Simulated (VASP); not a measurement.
# SiC (P6_3mc) in VASP: notebook

The runs below take SiC through relaxation of cell and atoms, single point, with PBEsol, PBE-based screened hybrid with 25 % exact exchange.

Program: VASP 6.6.1. These are calculated values, not measurements. Logs are shortened: lines on timing, memory, paths and dates and some standing lists are left out, and cuts for length are marked.

## (1) The cell of the first run

The structure is hexagonal, space group P6_3mc (No. 186). Conventional cell: a = 3.076 Å, b = 3.076 Å, c = 5.048 Å, α = 90.00°, β = 90.00°, γ = 120.00°. Within 2.5 Å of Si (site symmetry 3m) lie 4 C at 1.87 to 1.94 Å. C (site symmetry 3m) has 4 Si at 1.87 to 1.94 Å within 2.5 Å.

## (2) Relaxation of cell and atoms, PBEsol, target pressure 30 GPa, at which the enthalpy is minimised

INCAR

```
PREC = Accurate
ENCUT = 600
EDIFF = 1E-7
ISMEAR = -1
SIGMA = 0.05
LREAL = False
LASPH = True
NELM = 60
ALGO = Normal
ISIF = 3
LWAVE = False
LCHARG = False
GGA = PS
IBRION = 2
NSW = 80
EDIFFG = -0.005
PSTRESS = 300.0
```

KPOINTS

```
Automatic mesh
0
Gamma
  10 10 5
```

POSCAR

```
SiC
1.0
    3.0760000000      0.0000000000      0.0000000000
   -1.5380000000      2.6638941420      0.0000000000
    0.0000000000      0.0000000000      5.0480000000
Si C
2 2
Direct
    0.6666666667      0.3333333333      0.5000000000
    0.3333333333      0.6666666667      0.0000000000
    0.6666666667      0.3333333333      0.8850000000
    0.3333333333      0.6666666667      0.3850000000
```

Potentials or basis: VASP PAW PBE potentials, release 64 (Si, C).

Started as:

```console
> cat potpaw_PBE.64/Si/POTCAR potpaw_PBE.64/C/POTCAR > POTCAR
> mpirun -np 1 vasp_std > vasp.out
```

OUTCAR:

```text
PREC = Accurate
   ENCUT = 600
   EDIFF = 1E-7
   ISMEAR = -1
   LREAL = False
   LASPH = True
   NELM = 60
   ISIF = 3
   GGA = PS
   IBRION = 2
   NSW = 80
   EDIFFG = -0.005
   PSTRESS = 300.0

 ion  position               nearest neighbor table
   1  0.667  0.333  0.500-   4 1.87   4 1.87   4 1.87   3 1.94   2 3.09   2 3.09   2 3.09   2 3.09
                             2 3.09   2 3.09
   2  0.333  0.667  0.000-   3 1.87   3 1.87   3 1.87   4 1.94   1 3.09   1 3.09   1 3.09   1 3.09
                             1 3.09   1 3.09
   3  0.667  0.333  0.885-   2 1.87   2 1.87   2 1.87   1 1.94
   4  0.333  0.667  0.385-   1 1.87   1 1.87   1 1.87   2 1.94

  LATTYP: Found a hexagonal cell.
 ALAT       =     3.0760000000
 C/A-ratio  =     1.6410923277

  Lattice vectors:

 A1 = (   3.0760000000,   0.0000000000,   0.0000000000)
 A2 = (  -1.5380000000,   2.6638941420,   0.0000000000)
 A3 = (   0.0000000000,   0.0000000000,   5.0480000000)

Analysis of symmetry for initial positions (statically):
=====================================================================
 Subroutine PRICEL returns:
 Original cell was already a primitive cell.

 Routine SETGRP: Setting up the symmetry group for a
 hexagonal supercell.

 Subroutine GETGRP returns: Found 12 space group operations
 (whereof  6 operations were pure point group operations)
 out of a pool of 24 trial point group operations.

The static configuration has the point symmetry C_3v.
 The point group associated with its full space group is C_6v.

Analysis of symmetry for dynamics (positions and initial velocities):
=====================================================================
 Subroutine PRICEL returns:
 Original cell was already a primitive cell.

 Routine SETGRP: Setting up the symmetry group for a
 hexagonal supercell.

 Subroutine GETGRP returns: Found 12 space group operations
 (whereof  6 operations were pure point group operations)
 out of a pool of 24 trial point group operations.

The dynamic configuration has the point symmetry C_3v.
 The point group associated with its full space group is C_6v.

 Subroutine INISYM returns: Found 12 space group operations
 (whereof  6 operations are pure point group operations),
 and found     1 'primitive' translations

----------------------------------------------------------------------------------------

                                     Primitive cell

  volume of cell :      41.3640

  direct lattice vectors                    reciprocal lattice vectors
     3.076000000  0.000000000  0.000000000     0.325097529  0.187695146  0.000000000
    -1.538000000  2.663894142  0.000000000     0.000000000  0.375390292  0.000000000
[... 90 lines left out ...]
   LREAL  =      F    real-space projection
   EDIFFG = -.5E-02   stopping-criterion for IOM
   NSW    =     80    number of steps for IOM
   IBRION =      2    ionic relax: 0-MD 1-quasi-New 2-CG
   NFREE  =      1    steps in history (QN), initial steepest desc. (CG)
   ISIF   =      3    stress and relaxation
   ISYM   =      2    0-nonsym 1-usesym 2-fastsym
   POTIM  = 0.5000    time-step for ionic-motion
   TEBEG  =    0.0;   TEEND  =   0.0 temperature during run
   PSTRESS=  300.0 pullay stress
   NELECT =      16.0000    total number of electrons
   NUPDOWN=      -1.0000    fix difference up-down
   EMIN   =  10.00;   EMAX   =-10.00  energy-range for DOS
   EFERMI =   0.00;   METHOD = LEGACY
   ISMEAR =    -1;   SIGMA  =   0.05  broadening in eV -4-tet -1-fermi 0-gaus
   EFERMI_NEDOS =   21; number of points for ismear=-14 and -15
   IALGO  =     38    algorithm
   IMIX   =      4    mixing-type and parameters
     AMIX     =   0.40;   BMIX     =  1.00
     AMIX_MAG =   1.60;   BMIX_MAG =  1.00
  volume/ion in A,a.u.               =      10.34        69.78
  Fermi-wavevector in a.u.,A,eV,Ry     =   1.192817  2.254098 19.358549  1.422813
  Thomas-Fermi vector in A             =   2.328847
   LORBIT       =      0    0 simple, 1 ext, 2 COOP (PROOUT), +10 PAW based schemes
   GGA     = PS    functional components
   LHFCALC =     F    Hartree Fock is set to
   AEXX    =    0.0000 exact exchange contribution
   IVDW    =     0    specifies the selected vdW correction
   LEPSILON=     F    determine dielectric tensor
   LRPA    =     F    only Hartree local field effects (RPA)
 conjugate gradient relaxation of ions
 non-spin polarized calculation
  energy-cutoff  :      600.00
  volume of cell :       41.36
 maximum number of plane-waves:      1398
 NGX is ok and might be reduce to    28
   NGX = 13   NGY = 13   NGZ = 21

--------------------------------------- Ionic step        1  -------------------------------------------

 number of electron      16.0000001 magnetization

 Free energy of the ion-electron system (eV)
  ---------------------------------------------------
  ext. energy  EPLUGINS =         0.00000000
  ---------------------------------------------------
  free energy    TOTEN  =       -31.78814874 eV

  energy without entropy =      -31.78814874  energy(sigma->0) =      -31.78814874

 E-fermi :   9.2657     XC(G=0): -11.4975

 val. band max:        8.3542103501   @ k =   0.0000   0.0000   0.0000
 cond. band min:      10.6756710318   @ k =   0.3000   0.3000   0.0000
 fundamental gap:      2.3214606816
 Fermi energy:         9.2657085642

 k-point     1 :       0.0000    0.0000    0.0000
  band No.  band energies     occupation
      1      -7.3871      2.00000
      2      -3.8476      2.00000
      3      -0.4027      2.00000
      4       6.7973      2.00000
      5       6.7973      2.00000
      6       8.0832      2.00000
      7       8.0832      2.00000
      8       8.3542      2.00000
      9      12.9232      0.00000
     10      14.3261      0.00000
     11      14.7905      0.00000
     12      14.7905      0.00000
[... 460 lines left out ...]
  energy  without entropy=      -31.4701521129  energy(sigma->0) =      -31.47015211

  enthalpy is  TOTEN    =       -24.4985124119 eV   P V=        6.9716397010

[... ionic steps 4 to 11 ...]

--------------------------------------- Ionic step       12  -------------------------------------------

 number of electron      16.0000000 magnetization

------------------------ aborting loop because EDIFF is reached ----------------------------------------
[... 75 lines left out ...]
--------------------------------------- Ionic step       14  -------------------------------------------

 number of electron      16.0000000 magnetization

 Free energy of the ion-electron system (eV)
  ---------------------------------------------------
  ext. energy  EPLUGINS =         0.00000000
  ---------------------------------------------------
  free energy    TOTEN  =       -31.45589076 eV

  energy without entropy =      -31.45589076  energy(sigma->0) =      -31.45589076

 E-fermi :  10.4706     XC(G=0): -11.9731

 val. band max:        9.4873064163   @ k =   0.0000   0.0000   0.0000
 cond. band min:      11.5806288771   @ k =   0.3000   0.3000   0.0000
 fundamental gap:      2.0933224609
 Fermi energy:        10.4705616836

 k-point     1 :       0.0000    0.0000    0.0000
  band No.  band energies     occupation
      1      -6.9961      2.00000
      2      -2.9560      2.00000
      3       0.0768      2.00000
      4       8.1134      2.00000
      5       8.1134      2.00000
      6       9.3789      2.00000
      7       9.4873      2.00000
      8       9.4873      2.00000
      9      15.1531      0.00000
     10      16.7441      0.00000
     11      16.7441      0.00000
     12      16.7755      0.00000
[... 380 lines left out ...]
  energy  without entropy=      -31.4558907622  energy(sigma->0) =      -31.45589076

  enthalpy is  TOTEN    =       -24.5085557705 eV   P V=        6.9473349918

 reached required accuracy - stopping structural energy minimisation
```

OSZICAR:

```text
N       E                     dE             d eps       ncg     rms          rms(c)
DAV:   1     0.375616847234E+02    0.37562E+02   -0.81152E+03  1008   0.134E+03
DAV:   2    -0.320706142830E+02   -0.69632E+02   -0.63808E+02  1432   0.197E+02
DAV:   3    -0.353743139881E+02   -0.33037E+01   -0.32846E+01  1316   0.430E+01
[... 118 lines left out ...]
       N       E                     dE             d eps       ncg     rms          rms(c)
DAV:   1    -0.314558920832E+02   -0.59119E-03   -0.34902E-04  1108   0.165E-01    0.847E-03
DAV:   2    -0.314558913497E+02    0.73353E-06   -0.63980E-06  1284   0.234E-02    0.388E-03
DAV:   3    -0.314558907636E+02    0.58616E-06   -0.10270E-06  1212   0.946E-03    0.786E-04
DAV:   4    -0.314558907622E+02    0.13156E-08   -0.21610E-07   960   0.347E-03
  14 F= -.24508556E+02 E0= -.24508556E+02  d E =-.645144E-05
```

It took 89 s on 1 thread of AMD EPYC 9R45 (Zen 5), shared host; peak memory 0.15 GiB.

What came out:

```
Free energy                                                : -31.4559 eV
Relaxed volume                                             : 9.28 Å³/atom
Relaxed cell                                               : a = 2.968 Å, b = 2.968 Å, c = 4.865 Å, α = 90.00°, β = 90.00°, γ = 120.00°
Space group after relaxing (to 0.1 Å)                      : P6_3mc (No. 186)
Energy change on relaxing (the run minimises the enthalpy) : +83.1 meV/atom
Ionic steps                                                : 14
Pressure after relaxing                                    : 30.0 GPa
Band gap on the k mesh                                     : 2.09 eV (least direct gap 4.06 eV)
```

The path:
| step | energy change (eV) | largest force (eV/Å) | pressure (GPa) | volume (Å³) |
| --- | --- | --- | --- | --- |
| 1 | 0.0000 | 0.7510 | 0.48 | 41.36 |
| 2 | 2.9055 | 1.4602 | 112.00 | 30.97 |
| 3 | 0.3180 | 0.4273 | 28.88 | 37.23 |
| 4 | 0.3523 | 0.3983 | 30.57 | 37.04 |
| 5 | 0.3679 | 0.3853 | 31.31 | 36.96 |
| 6 | 0.3481 | 0.4698 | 30.26 | 37.08 |
| 7 | 0.3510 | 0.0162 | 30.78 | 37.01 |
| 8 | 0.3107 | 0.0081 | 28.98 | 37.22 |
| 9 | 0.3197 | 0.0105 | 29.41 | 37.17 |
| 10 | 0.3409 | 0.0141 | 30.43 | 37.06 |
| 11 | 0.3319 | 0.0125 | 30.00 | 37.10 |
| 12 | 0.3317 | 0.0126 | 29.99 | 37.11 |
| 13 | 0.3328 | 0.0110 | 30.04 | 37.10 |
| 14 | 0.3323 | 0.0010 | 30.01 | 37.10 |

Final structure:
```
Si C
1.0
     2.96766    0.00000    0.00000
    -1.48383    2.57007    0.00000
     0.00000    0.00000    4.86461
Si C
2 2
Direct
  0.66667 0.33333 0.50459
  0.33333 0.66667 0.00459
  0.66667 0.33333 0.88041
  0.33333 0.66667 0.38041
```

Caveat: the cell is relaxed towards a set pressure, so the run minimises the enthalpy, not the energy; the PAW data sets were made with another functional, which shifts forces and pressure a little.

## (3) Single point, PBE-based screened hybrid with 25 % exact exchange

This run uses another cell than the first one, of 10.30 Å³/atom.

POSCAR

```
SiC
1.0
    3.0732597545      0.0000000000      0.0000000000
   -1.5366298772      2.6615210198      0.0000000000
    0.0000000000      0.0000000000      5.0372245439
Si C
2 2
Direct
    0.6666666667      0.3333333333      0.5043802174
    0.3333333333      0.6666666667      0.0043802174
    0.6666666667      0.3333333333      0.8806197826
    0.3333333333      0.6666666667      0.3806197826
```

INCAR.step1

```
  PREC = Accurate
  ENCUT = 520
  EDIFF = 1E-5
  ISMEAR = -1
  SIGMA = 0.05
  LREAL = F
  LASPH = T
  NELM = 60
  ALGO = Normal
  ISIF = 2
  LWAVE = T
  LCHARG = F
  NBANDS = 16
  GGA = PE
```

INCAR.step2

```
  PREC = Accurate
  ENCUT = 520
  EDIFF = 1E-7
  ISMEAR = -1
  SIGMA = 0.05
  LREAL = F
  LASPH = T
  NELM = 60
  ALGO = Normal
  ISIF = 2
  LWAVE = F
  LCHARG = F
  GGA = PE
  LHFCALC = T
  AEXX = 0.25
  HFSCREEN = 0.3
  PRECFOCK = Normal
  NBANDS = 16
  ISTART = 1
```

KPOINTS

```
Automatic mesh
0
Gamma
  5 5 3
```

Potentials or basis: VASP PAW PBE potentials, release 64 (Si, C).

Started as:

```console
> cat potpaw_PBE.64/Si/POTCAR potpaw_PBE.64/C/POTCAR > POTCAR
> cp INCAR.step1 INCAR
> mpirun -np 1 vasp_std > vasp.out
> cp INCAR.step2 INCAR
> mpirun -np 1 vasp_std > vasp.out
```

Run time: 3.5 min. Hardware: 1 thread of AMD EPYC 9R45 (Zen 5), shared host; peak memory 0.22 GiB.

Results (log left out):

* Free energy: -33.9885 eV
* Pressure: -0.4 GPa
* Band gap on the k mesh: 3.63 eV (least direct gap 4.96 eV)

Levels at points of the mesh, in eV from the valence-band top:
```csv
k point,band 6,band 7,band 8,band 9,band 10,band 11
"(0.00, 0.00, 0.00)",-0.09,0.00,0.00,5.76,7.32,7.66
```

Caveat: the k points lie up to 0.47 Å⁻¹ apart; the PAW data sets were made with another functional, which shifts forces and pressure a little.

(Part 1 of 2 ends here.)
